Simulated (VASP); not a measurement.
# CaO in VASP: further runs, part 2 of 2

VASP 6.6.1. Earlier steps stand in the parts before.

### Step 5. Single point, PBEsol

Contents of INCAR:

```
SYSTEM = CaO
PREC = Accurate
ENCUT = 600
EDIFF = 1E-6
ISMEAR = -1
SIGMA = 0.05
LREAL = .False.
LASPH = .True.
NELM = 120
ALGO = Normal
ISIF = 2
LWAVE = .False.
LCHARG = .True.
GGA = PS
LELF = .True.
LVHAR = .True.
NBANDS = 15
GGA_COMPAT = .False.
```

Contents of KPOINTS:

```
Automatic mesh
0
Gamma
  8 8 8
  0 0 0
```

Contents of POSCAR:

```
CaO
1.0
   -0.0480711139      2.4035556960      2.4035556960
    2.4035556960     -0.0480711139      2.4035556960
    2.3554845821      2.3554845821      0.0000000000
Ca O
1 1
Direct
    0.0000000000      0.0000000000      0.0000000000
    0.5000000000      0.5000000000      0.5000000000
```

Potentials or basis: VASP PAW PBE potentials, release 64 (Ca_sv, O).

Started as:

```console
$ cat potpaw_PBE.64/Ca_sv/POTCAR potpaw_PBE.64/O/POTCAR > POTCAR
$ mpirun -np 1 vasp_std > vasp.out
```

OUTCAR:

```text
SYSTEM = CaO
   PREC = Accurate
   ENCUT = 600
   EDIFF = 1E-6
   ISMEAR = -1
   LREAL = .False.
   LASPH = .True.
   NELM = 120
   ISIF = 2
   GGA = PS

 ion  position               nearest neighbor table
   1  0.000  0.000  0.000-   2 2.40   2 2.40   2 2.40   2 2.40   2 2.40   2 2.40
   2  0.500  0.500  0.500-   1 2.40   1 2.40   1 2.40   1 2.40   1 2.40   1 2.40

  LATTYP: Found a body centered orthorhombic cell.
 ALAT       =     3.3311582420
 B/A-ratio  =     1.0408163265
[... 622 lines left out ...]
------------------------ aborting loop because EDIFF is reached ----------------------------------------

  FORCE on cell =-STRESS in cart. coord.  units (eV):
  Direction    XX          YY          ZZ          XY          YZ          ZX
  --------------------------------------------------------------------------------------
  -------------------------------------------------------------------------------------
  Total       -0.3837498     -0.3837498     -0.4109814      0.5299495      0.0000000      0.0000000
  in kB      -22.1482745    -22.1482745    -23.7199563     30.5862540      0.0000000      0.0000000
  external PRESSURE =     -22.6721684 kB  Pullay stress =       0.0000000 kB

 VOLUME and BASIS-vectors are now :
 -----------------------------------------------------------------------------
  energy-cutoff  :      600.00
  volume of cell :       27.76
      direct lattice vectors                 reciprocal lattice vectors
    -0.048071114  2.403555696  2.403555696    -0.203946212  0.203946212  0.208025136
     2.403555696 -0.048071114  2.403555696     0.203946212 -0.203946212  0.208025136
     2.355484582  2.355484582  0.000000000     0.212270547  0.212270547 -0.208025136

 POSITION                                       TOTAL-FORCE (eV/Angst)
 -----------------------------------------------------------------------------------
      0.00000      0.00000      0.00000        -0.000000     -0.000000      0.000000
      2.35548      2.35548      2.40356         0.000000      0.000000     -0.000000
 -----------------------------------------------------------------------------------
    total drift:                                0.000000      0.000000      0.000000

  FREE ENERGIE OF THE ION-ELECTRON SYSTEM (eV)
  ---------------------------------------------------
  free  energy   TOTEN  =       -13.4000907212 eV

  energy  without entropy=      -13.4000907212  energy(sigma->0) =      -13.40009072
```

stdout:

```text
POSCAR found type information on POSCAR CaO
 POSCAR found :  2 types and       2 ions
 scaLAPACK will be used
 -----------------------------------------------------------------------------
|                                                                             |
|                                                                             |
|     You enforced a specific xc type in the INCAR file but a different       |
|     I HOPE YOU KNOW WHAT YOU ARE DOING!                                     |
|                                                                             |
 -----------------------------------------------------------------------------

 LDA part: xc-table for (Slater+PW92), standard interpolation
 POSCAR, INCAR and KPOINTS ok, starting setup
 FFT: planning ... GRIDC
 FFT: planning ... GRID_SOFT
 FFT: planning ... GRID
 WAVECAR not read
 entering main loop
```

Wall time 70 s (1 thread of Intel Xeon 8259CL, shared host); peak memory 0.19 GiB.

Results:

```
Free energy            : -13.4001 eV
Pressure               : -2.3 GPa
Band gap on the k mesh : 3.45 eV (least direct gap 3.81 eV)
```

Levels at points of the mesh, in eV from the valence-band top:
```csv
k point,band 5,band 6,band 7,band 8,band 9,band 10,band 11,band 12
"(0.00, 0.00, 0.00)",-15.52,-0.14,-0.07,0.00,4.47,5.91,6.12,6.32
"(0.50, 0.00, 0.00)",-14.27,-2.78,-1.30,-1.14,6.86,8.11,8.27,8.36
"(0.50, 0.50, 0.00)",-15.27,-1.40,-0.54,-0.35,3.45,7.97,8.85,9.50
"(0.00, 0.00, 0.50)",-14.29,-2.76,-1.43,-1.29,6.95,8.24,8.25,8.53
"(0.50, 0.00, 0.50)",-15.27,-1.40,-0.45,-0.45,3.46,7.94,8.83,9.51
```

Caveat: the PAW data sets were made with another functional, which shifts forces and pressure a little.

### Step 6. Single point, PBEsol

Contents of INCAR:

```
SYSTEM = CaO
  PREC = Accurate
  ENCUT = 600
  EDIFF = 1E-6
  ISMEAR = -1
  SIGMA = 0.05
  LREAL = .FALSE.
  LASPH = .TRUE.
  NELM = 120
  ALGO = Normal
  ISIF = 2
  LWAVE = .FALSE.
  LCHARG = .FALSE.
  GGA = PS
  NBANDS = 15
  GGA_COMPAT = .FALSE.
```

Contents of KPOINTS:

```
Automatic mesh
0
G
  8 8 8
  0 0 0
```

Contents of POSCAR:

```
CaO
1.0
   -0.0240355570      2.4035556960      2.4035556960
    2.4035556960     -0.0240355570      2.4035556960
    2.3795201390      2.3795201390      0.0000000000
Ca O
1 1
Direct
    0.0000000000      0.0000000000      0.0000000000
    0.5000000000      0.5000000000      0.5000000000
```

Potentials or basis: VASP PAW PBE potentials, release 64 (Ca_sv, O).

Started as:

```console
$ cat potpaw_PBE.64/Ca_sv/POTCAR potpaw_PBE.64/O/POTCAR > POTCAR
$ mpirun -np 1 vasp_std > vasp.out
```

Wall time 76 s (1 thread of Intel Xeon 8259CL, shared host); peak memory 0.19 GiB.

The run converged. Its results:

```yaml
Free_energy: -13.4079 eV
Pressure: -2.3 GPa
Band_gap_on_the_k_mesh: 3.50 eV (least direct gap 3.86 eV)
```

Stress tensor (GPa, compression positive):
```
-2.25  1.53  0.00
 1.53 -2.25  0.00
 0.00  0.00 -2.29
```

Levels at points of the mesh, in eV from the valence-band top:
```
           k point  band 6  band 7  band 8  band 9  band 10  band 11
(0.00, 0.00, 0.00)   -0.07   -0.04    0.00    4.52     6.05     6.16
(0.50, 0.00, 0.00)   -2.73   -1.26   -1.18    6.95     8.24     8.30
(0.50, 0.50, 0.00)   -1.36   -0.46   -0.37    3.50     8.00     8.89
(0.00, 0.00, 0.50)   -2.73   -1.32   -1.25    6.99     8.29     8.31
(0.50, 0.00, 0.50)   -1.36   -0.41   -0.41    3.50     8.00     8.88
```

Caveat: the PAW data sets were made with another functional, which shifts forces and pressure a little. A k mesh can miss the band edges.

### Step 7. Summary

| task | level | cell | k mesh | gap on the mesh (eV) | pressure (GPa) |
| --- | --- | --- | --- | --- | --- |
| relaxation of cell and atoms | PBEsol | relaxed to 2 GPa from a = 3.399 Å, angles 60.0°, 2 atoms | 10 × 10 × 10 | 3.52 | 2.0 |
| relaxation of cell and atoms | PBEsol | relaxed to 20 GPa from a = 3.399 Å, angles 60.0°, 2 atoms | 10 × 10 × 10 | 3.41 | 19.9 |
| relaxation of cell and atoms | PBEsol+D3(BJ) | relaxed from a = 3.399 Å, angles 60.0°, 2 atoms | 10 × 10 × 10 | 3.51 | 0.0 |
| single point | PBEsol | a = 3.399, b = 3.399, c = 3.331 Å, angles 60.7, 60.7, 61.3°, 2 atoms | 8 × 8 × 8 | 3.45 | -2.3 |
| single point | PBEsol | a = 3.399, b = 3.399, c = 3.365 Å, angles 60.3, 60.3, 60.7°, 2 atoms | 8 × 8 × 8 | 3.50 | -2.3 |

Alike in all rows: potentials or basis VASP PAW PBE potentials, release 64 (Ca_sv, O); no spin polarisation; cutoff (eV) 600; smearing fermi-dirac 0.05 eV.

Caveats: the PAW data sets were made with another functional, which shifts forces and pressure a little; the cell is relaxed towards a set pressure, so the run minimises the enthalpy, not the energy (at least some runs).

Absolute energies hang on the potentials; compare differences alone.
